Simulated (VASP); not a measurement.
Wanted: the native input for a VASP 6.6.1 run.

| Quantity | Value |
| --- | --- |
| Task | single point |
| Functional | PBE |
| Potentials or basis | VASP PAW PBE potentials, release 64 (Ga_d, P) |
| Cutoff | 520 eV |
| k mesh | 12 × 12 × 12 |
| Occupations | gaussian, width 0.1 eV |
| Spin | no spin polarisation |
| Dipole correction | no |
| Further INCAR settings | ALGO = Normal; EDIFF = 1e-06; NBANDS = 22 |

The structure of Ga2P lies in POSCAR:

```
Ga2P
1.0
    4.7696634259     -0.0000000034      0.0000000000
   -2.3848317100      4.1306496960      0.0000000000
    0.0000000000      0.0000000000      2.7629112433
Ga P
2 1
Direct
    0.6666666667      0.3333333333      0.5000000000
    0.3333333333      0.6666666667      0.5000000000
    0.0000000000      0.0000000000      0.0000000000
```

The cell was generated, and may not be a known phase.

The input as run:

INCAR

```
SYSTEM = Ga2P
  PREC = Accurate
  ENCUT = 520
  EDIFF = 1E-6
  ISMEAR = 0
  SIGMA = 0.1
  LREAL = .FALSE.
  LASPH = .TRUE.
  NELM = 80
  ALGO = Normal
  ISIF = 2
  LWAVE = .FALSE.
  LCHARG = .FALSE.
  GGA = PE
  NBANDS = 22
```

KPOINTS

```
regular mesh
0
G
  12 12 12
  0 0 0
```

Potentials or basis: VASP PAW PBE potentials, release 64 (Ga_d, P).

Run with:

```console
$ cat potpaw_PBE.64/Ga_d/POTCAR potpaw_PBE.64/P/POTCAR > POTCAR
$ mpirun -np 1 vasp_std > vasp.out
```

Results of the run:

```json
{"Pressure": "0.0 GPa", "Band gap on the k mesh": "zero (an odd number of electrons rules out a gap without spin polarisation)"}
```

It took 93 s on 1 thread of Intel(R) Xeon(R) Platinum 8259CL CPU @ 2.50GHz (Skylake/Cascade Lake), with other jobs on the host, peak memory 0.27 GiB.
